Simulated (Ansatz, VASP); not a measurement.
One calculation of InAs, two programs

```
In As
1.0
     0.00000    3.34236    2.78623
     2.78623    0.00000    2.78623
     2.78623    3.34236    0.00000
In As
1 1
Direct
  0.00000 0.00000 0.00000
  0.75000 0.75000 0.75000
```

Alike in both runs: task single point; functional PBEsol; k mesh 14 × 14 × 14; occupations gaussian, width 0.15 eV; no spin polarisation.

```csv
,VASP,Ansatz
version,VASP 6.6.1,Ansatz 0.2.0
potentials or method,"VASP PAW PBE potentials, release 64 (In_d, As), cutoff 520 eV","scalar-relativistic, plane waves, PAW"
valence electrons in the cell,18,28
```

|  | VASP | Ansatz | Ansatz less VASP |
| --- | --- | --- | --- |
| gap on the k mesh at the Fermi level (eV) | none | none | - |
| pressure (GPa) | 5.0 | 4.9 | -0.11 |
| traceless stress, the component that is largest in VASP (GPa) | -5.67 | -5.69 | -0.011 |

VASP's potentials were made for PBE, not for PBEsol, and Ansatz warns of the same on its side. A gap of «none» marks a metal or a gap that the smearing closes. VASP's potentials hold 18 valence electrons a cell and Ansatz's 28, so a difference there can come from the potentials and not from the codes.
